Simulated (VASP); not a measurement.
# Bi (P2/m) in VASP: notebook

Bi is run at these levels: PBEsol; tasks: single point.

Program: VASP 6.6.1. These are calculated values, not measurements. Logs are shortened: lines on timing, memory, paths and dates and some standing lists are left out, and cuts for length are marked.

### 1 The cell of the first run

The structure is monoclinic, space group P2/m (No. 10). Conventional cell: a = 3.221 Å, b = 3.236 Å, c = 6.392 Å, α = 90.00°, β = 93.28°, γ = 90.00°. Within 4.2 Å of Bi (site symmetry m) lie 7 Bi at 3.18 to 4.18 Å.

### 2 Single point, PBEsol

Input file INCAR:

```
SYSTEM = Bi
PREC = Accurate
ENCUT = 520
EDIFF = 1E-6
ISMEAR = -1
SIGMA = 0.05
LREAL = .FALSE.
LASPH = .TRUE.
NELM = 100
ALGO = Normal
ISIF = 2
LWAVE = .FALSE.
LCHARG = .FALSE.
GGA = PS
NBANDS = 22
```

Input file KPOINTS:

```
regular mesh
0
G
  8 8 4
  0 0 0
```

Input file POSCAR:

```
Bi
1.0
    3.2197686625      0.0000000000     -0.0718194677
    0.0000000000      3.2358858854      0.0000000000
   -0.2229026854      0.0000000000      6.3879387667
Bi
2
Direct
    0.5553649359      0.0000000000      0.7490484022
    0.4446350641      0.0000000000      0.2509515978
```

Potentials or basis: VASP PAW PBE potentials, release 64 (Bi_d).

Run with:

```console
> cat potpaw_PBE.64/Bi_d/POTCAR > POTCAR
> mpirun -np 1 vasp_std > vasp.out
```

OUTCAR:

```text
SYSTEM = Bi
   PREC = Accurate
   ENCUT = 520
   EDIFF = 1E-6
   ISMEAR = -1
   LREAL = .FALSE.
   LASPH = .TRUE.
   NELM = 100
   ISIF = 2
   GGA = PS

 ion  position               nearest neighbor table
   1  0.555  0.000  0.749-   2 3.18   2 3.25
   2  0.445  0.000  0.251-   1 3.18   1 3.25

  LATTYP: Found a simple monoclinic cell.
 ALAT       =     3.2205695577
 B/A-ratio  =     1.0047557823
 C/A-ratio  =     1.9846882628
 COS(beta)  =    -0.0571510824

  Lattice vectors:

 A1 = (   3.2197686625,   0.0000000000,  -0.0718194677)
 A2 = (   0.0000000000,   3.2358858854,   0.0000000000)
 A3 = (  -0.2229026854,   0.0000000000,   6.3879387667)

Analysis of symmetry for initial positions (statically):
=====================================================================
 Subroutine PRICEL returns:
 Original cell was already a primitive cell.

 Routine SETGRP: Setting up the symmetry group for a
 simple monoclinic supercell.

 Subroutine GETGRP returns: Found  4 space group operations
 (whereof  4 operations were pure point group operations)
 out of a pool of  4 trial point group operations.

The static configuration has the point symmetry C_2h.

Analysis of symmetry for dynamics (positions and initial velocities):
=====================================================================
 Subroutine PRICEL returns:
 Original cell was already a primitive cell.

 Routine SETGRP: Setting up the symmetry group for a
 simple monoclinic supercell.

 Subroutine GETGRP returns: Found  4 space group operations
 (whereof  4 operations were pure point group operations)
 out of a pool of  4 trial point group operations.

The dynamic configuration has the point symmetry C_2h.

 Subroutine INISYM returns: Found  4 space group operations
 (whereof  4 operations are pure point group operations),
 and found     1 'primitive' translations

----------------------------------------------------------------------------------------

                                     Primitive cell

  volume of cell :      66.5029

  direct lattice vectors                    reciprocal lattice vectors
     3.219768662  0.000000000 -0.071819468     0.310823247  0.000000000  0.010845961
[... 78 lines left out ...]
   ISTART =      0    job   : 0-new  1-cont  2-samecut
   ICHARG =      2    charge: 1-file 2-atom 10-const
   ISPIN  =      1    spin polarized calculation?
   LNONCOLLINEAR =      F non collinear calculations
   LSORBIT =      F    spin-orbit coupling
   LASPH  =      T    aspherical Exc in radial PAW
   ENCUT  =  520.0 eV  38.22 Ry    6.18 a.u.   5.99  6.02 11.88*2*pi/ulx,y,z
   NELM   =    100;   NELMIN=  2; NELMDL= -5     # of ELM steps
   EDIFF  = 0.1E-05   stopping-criterion for ELM
   LREAL  =      F    real-space projection
   EDIFFG = 0.1E-04   stopping-criterion for IOM
   NSW    =      0    number of steps for IOM
   IBRION =     -1    ionic relax: 0-MD 1-quasi-New 2-CG
   NFREE  =      0    steps in history (QN), initial steepest desc. (CG)
   ISIF   =      2    stress and relaxation
   ISYM   =      2    0-nonsym 1-usesym 2-fastsym
   POTIM  = 0.5000    time-step for ionic-motion
   TEBEG  =    0.0;   TEEND  =   0.0 temperature during run
   PSTRESS=    0.0 pullay stress
   NELECT =      30.0000    total number of electrons
   NUPDOWN=      -1.0000    fix difference up-down
   EMIN   =  10.00;   EMAX   =-10.00  energy-range for DOS
   EFERMI =   0.00;   METHOD = LEGACY
   ISMEAR =    -1;   SIGMA  =   0.05  broadening in eV -4-tet -1-fermi 0-gaus
   EFERMI_NEDOS =   21; number of points for ismear=-14 and -15
   IALGO  =     38    algorithm
   IMIX   =      4    mixing-type and parameters
     AMIX     =   0.40;   BMIX     =  1.00
     AMIX_MAG =   1.60;   BMIX_MAG =  1.00
  volume/ion in A,a.u.               =      33.25       224.39
  Fermi-wavevector in a.u.,A,eV,Ry     =   1.255553  2.372651 21.448410  1.576414
  Thomas-Fermi vector in A             =   2.389304
   LORBIT       =      0    0 simple, 1 ext, 2 COOP (PROOUT), +10 PAW based schemes
   GGA     = PS    functional components
   LHFCALC =     F    Hartree Fock is set to
   AEXX    =    0.0000 exact exchange contribution
   IVDW    =     0    specifies the selected vdW correction
   LEPSILON=     F    determine dielectric tensor
   LRPA    =     F    only Hartree local field effects (RPA)
 non-spin polarized calculation
  energy-cutoff  :      520.00
  volume of cell :       66.50
 maximum number of plane-waves:      1820
   NGX = 11   NGY = 13   NGZ = 23

 number of electron      30.0000010 magnetization

 Free energy of the ion-electron system (eV)
  ---------------------------------------------------
  ext. energy  EPLUGINS =         0.00000000
  ---------------------------------------------------
  free energy    TOTEN  =        -8.54064622 eV

  energy without entropy =       -8.53220567  energy(sigma->0) =       -8.53642595

 E-fermi :   6.7712     XC(G=0): -10.0063

 val. band max:        6.7552999022   @ k =   0.3750   0.2500   0.2500
 cond. band min:       6.7723450142   @ k =  -0.1250   0.2500   0.2500
 fundamental gap:      0.0170451120
 Fermi energy:         6.7711504181

 k-point     1 :       0.0000    0.0000    0.0000
  band No.  band energies     occupation
      1     -16.1281      2.00000
      2     -16.1181      2.00000
      3     -16.1087      2.00000
      4     -15.8649      2.00000
      5     -15.8637      2.00000
      6     -15.8346      2.00000
[... 589 lines left out ...]
     21      12.8013      0.00000
     22      14.4819      0.00000

 [... further k-points ...]

------------------------ aborting loop because EDIFF is reached ----------------------------------------

  FORCE on cell =-STRESS in cart. coord.  units (eV):
  Direction    XX          YY          ZZ          XY          YZ          ZX
  --------------------------------------------------------------------------------------
  -------------------------------------------------------------------------------------
  Total       -0.0448820     -0.0441555     -0.0410888      0.0000000      0.0000000      0.0009225
  in kB       -1.0812903     -1.0637884     -0.9899060      0.0000000      0.0000000      0.0222239
  external PRESSURE =      -1.0449949 kB  Pullay stress =       0.0000000 kB

 VOLUME and BASIS-vectors are now :
 -----------------------------------------------------------------------------
  energy-cutoff  :      520.00
  volume of cell :       66.50
      direct lattice vectors                 reciprocal lattice vectors
     3.219768662  0.000000000 -0.071819468     0.310823247  0.000000000  0.010845961
     0.000000000  3.235885885  0.000000000     0.000000000  0.309034384  0.000000000
    -0.222902685  0.000000000  6.387938767     0.003494580  0.000000000  0.156666961

 POSITION                                       TOTAL-FORCE (eV/Angst)
 -----------------------------------------------------------------------------------
      1.62118      0.00000      4.74499         0.000324     -0.000000      0.003443
      1.37568      0.00000      1.57113        -0.000324      0.000000     -0.003443
 -----------------------------------------------------------------------------------
    total drift:                                0.000000     -0.000000      0.000000

  FREE ENERGIE OF THE ION-ELECTRON SYSTEM (eV)
  ---------------------------------------------------
  free  energy   TOTEN  =        -8.5406462220 eV

  energy  without entropy=       -8.5322056733  energy(sigma->0) =       -8.53642595
```

OSZICAR:

```text
N       E                     dE             d eps       ncg     rms          rms(c)
DAV:   1     0.306919322619E+03    0.30692E+03   -0.16234E+04  3960   0.167E+03
DAV:   2     0.174772971132E+02   -0.28944E+03   -0.28169E+03  4014   0.442E+02
DAV:   3    -0.766037639713E+01   -0.25138E+02   -0.24842E+02  4788   0.143E+02
DAV:   4    -0.851974591477E+01   -0.85937E+00   -0.85869E+00  4872   0.288E+01
DAV:   5    -0.855224104892E+01   -0.32495E-01   -0.32494E-01  5624   0.507E+00    0.845E-01
DAV:   6    -0.854306128299E+01    0.91798E-02   -0.21637E-02  5206   0.174E+00    0.478E-01
DAV:   7    -0.854070275582E+01    0.23585E-02   -0.98064E-03  5220   0.120E+00    0.123E-01
DAV:   8    -0.854064443380E+01    0.58322E-04   -0.76222E-04  4708   0.333E-01    0.111E-02
DAV:   9    -0.854064806934E+01   -0.36355E-05   -0.27488E-05  5890   0.420E-02    0.553E-03
DAV:  10    -0.854064603736E+01    0.20320E-05   -0.21238E-06  3518   0.184E-02    0.753E-04
DAV:  11    -0.854064622198E+01   -0.18462E-06   -0.29913E-07  2646   0.760E-03
   1 F= -.85406462E+01 E0= -.85364259E+01  d E =-.844055E-02
```

stdout:

```text
POSCAR found type information on POSCAR Bi
 POSCAR found :  1 types and       2 ions
 scaLAPACK will be used
 -----------------------------------------------------------------------------
|                                                                             |
|                                                                             |
|     You enforced a specific xc type in the INCAR file but a different       |
|     I HOPE YOU KNOW WHAT YOU ARE DOING!                                     |
|                                                                             |
 -----------------------------------------------------------------------------

 LDA part: xc-table for (Slater+PW92), standard interpolation
 POSCAR, INCAR and KPOINTS ok, starting setup
 FFT: planning ... GRIDC
 FFT: planning ... GRID_SOFT
 FFT: planning ... GRID
 WAVECAR not read
 entering main loop
```

Run time: 73 s. Hardware: 1 thread of Intel Xeon Platinum 8259CL at 2.50GHz (Skylake/Cascade Lake), shared host; peak memory 0.23 GiB.

Results:

```yaml
Free_energy: -8.5406 eV
Pressure: -0.1 GPa
Largest_force: 0.003 eV/Å
Band_gap_on_the_k_mesh: zero (bands 15 and 16 overlap by 6.13 eV)
```

Forces in eV/Å, atoms in the order of the input:
```
Bi   0.000  0.000  0.003
Bi   0.000  0.000 -0.003
```

Levels at points of the mesh, in eV from the Fermi level:
```tsv
k point	band 11	band 12	band 13	band 14	band 15	band 16	band 17	band 18	band 19	band 20
(0.00, 0.00, 0.00)	-13.30	-11.24	-5.13	3.11	3.32	3.51	4.81	5.14	6.54	7.94
(0.50, 0.00, 0.00)	-11.27	-9.36	-5.07	-3.45	-2.83	2.25	5.12	5.76	7.11	9.80
(0.00, 0.50, 0.00)	-11.37	-9.33	-5.12	-3.25	-3.11	2.66	5.24	5.43	6.84	9.87
(0.50, 0.50, 0.00)	-9.36	-7.41	-3.19	-3.13	-1.67	-1.37	-1.06	2.71	4.76	5.03
(0.00, 0.00, 0.50)	-12.54	-12.47	-1.82	-1.72	3.83	3.93	3.99	4.30	7.51	7.76
(0.50, 0.00, 0.50)	-10.60	-10.44	-4.44	-4.33	0.08	0.52	5.36	5.65	5.90	6.07
(0.00, 0.50, 0.50)	-10.63	-10.55	-4.32	-4.28	0.15	0.28	5.46	5.47	5.78	6.27
(0.50, 0.50, 0.50)	-8.69	-8.52	-2.58	-2.47	-2.45	-2.30	2.00	2.48	3.33	3.46
```

Caveat: the PAW data sets were made with another functional, which shifts forces and pressure a little; spin-orbit coupling is left out, which moves the levels of the heavy elements.

### 3 Single point, PBEsol

Input file INCAR:

```
PREC = Accurate ; ENCUT = 520
EDIFF = 1E-6 ; ISMEAR = -1
SIGMA = 0.05 ; LREAL = F
LASPH = T ; NELM = 80
ALGO = Fast ; ISIF = 2
LWAVE = F ; LCHARG = F
GGA = PS ; NBANDS = 22
```

Input file KPOINTS:

```
regular mesh
0
Gamma
  8 8 4
```

Input file POSCAR:

```
Bi
1.0
    3.2190678460      0.0000000000     -0.0739358610
    0.0000000000      3.2347553474      0.0000000000
   -0.2270965832      0.0000000000      6.3867825461
Bi
2
Direct
    0.5554493167      0.0000000000      0.7491035607
    0.4445506833      0.0000000000      0.2508964393
```

Potentials or basis: VASP PAW PBE potentials, release 64 (Bi_d).

Run with:

```console
> cat potpaw_PBE.64/Bi_d/POTCAR > POTCAR
> mpirun -np 1 vasp_std > vasp.out
```

Run time: 32 s. Hardware: 1 thread of Intel Xeon 6975P-C (Granite Rapids), shared host; peak memory 0.23 GiB.

The run converged. Its results:

* Free energy: -8.5406 eV
* Pressure: -0.1 GPa
* Band gap on the k mesh: zero (bands 15 and 16 overlap by 6.13 eV)

Forces in eV/Å, atoms in the order of the input:
```
Bi   0.001  0.000  0.003
Bi  -0.001  0.000 -0.003
```

Levels at points of the mesh, in eV from the Fermi level:
```
           k point  band 11  band 12  band 13  band 14  band 15  band 16  band 17  band 18  band 19  band 20
(0.00, 0.00, 0.00)   -13.31   -11.25    -5.14     3.11     3.32     3.51     4.81     5.15     6.54     7.94
(0.50, 0.00, 0.00)   -11.27    -9.36    -5.08    -3.46    -2.83     2.25     5.13     5.75     7.12     9.81
(0.00, 0.50, 0.00)   -11.37    -9.33    -5.12    -3.25    -3.11     2.66     5.25     5.44     6.84     9.88
(0.50, 0.50, 0.00)    -9.36    -7.41    -3.19    -3.13    -1.68    -1.37    -1.05     2.71     4.76     5.02
(0.00, 0.00, 0.50)   -12.55   -12.47    -1.83    -1.73     3.83     3.94     3.99     4.30     7.51     7.76
(0.50, 0.00, 0.50)   -10.61   -10.44    -4.45    -4.34     0.08     0.52     5.36     5.66     5.91     6.08
(0.00, 0.50, 0.50)   -10.63   -10.55    -4.33    -4.28     0.15     0.27     5.46     5.47     5.78     6.28
(0.50, 0.50, 0.50)    -8.69    -8.52    -2.58    -2.48    -2.45    -2.31     2.00     2.48     3.33     3.45
```

Caveat: the PAW data sets were made with another functional, which shifts forces and pressure a little; spin-orbit coupling is left out, which moves the levels of the heavy elements.
